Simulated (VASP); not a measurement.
The system is Ru.

```
CELL_PARAMETERS angstrom
2.70783 0.00000 0.00000
-1.35391 2.34505 0.00000
0.00000 0.00000 4.26810
ATOMIC_POSITIONS crystal
Ru 0.33333 0.66667 0.25000
Ru 0.66667 0.33333 0.75000
```

```yaml
Program: VASP 6.6.1
Task: relaxation of cell and atoms
Functional: PBE
Potentials_or_basis: VASP PAW PBE potentials, release 64 (Ru_pv)
Cutoff: 600 eV
k_mesh: 9 × 9 × 4
Occupations: gaussian, width 0.1 eV
Spin: no spin polarisation
```

At the start: pressure 5.2 GPa; volume 13.55 Å³/atom.

Question: Where does the relaxation end?

Answer: Over 5 steps the energy falls by 3.5 meV/atom and the volume is 13.76 Å³/atom (+1.6 %); space group P6_3/mmc (No. 194, to 0.1 Å) before and after.

Step by step:
| step | energy change (eV) | largest force (eV/Å) | pressure (GPa) | volume (Å³) |
| --- | --- | --- | --- | --- |
| 1 | 0.0000 | 0.0000 | 5.18 | 27.10 |
| 2 | 0.0495 | 0.0000 | -13.14 | 28.86 |
| 3 | -0.0069 | 0.0000 | -0.11 | 27.55 |
| 4 | -0.0069 | 0.0000 | -0.04 | 27.54 |
| 5 | -0.0069 | 0.0000 | 0.05 | 27.53 |

Final structure:
```
Ru
1.0
     2.72259    0.00000    0.00000
    -1.36129    2.35783    0.00000
     0.00000    0.00000    4.28850
Ru
2
Direct
  0.33333 0.66667 0.25000
  0.66667 0.33333 0.75000
```

Caveat: the k points lie up to 0.37 Å⁻¹ apart in the final cell, too coarse for converged energies and pressures of a metal.
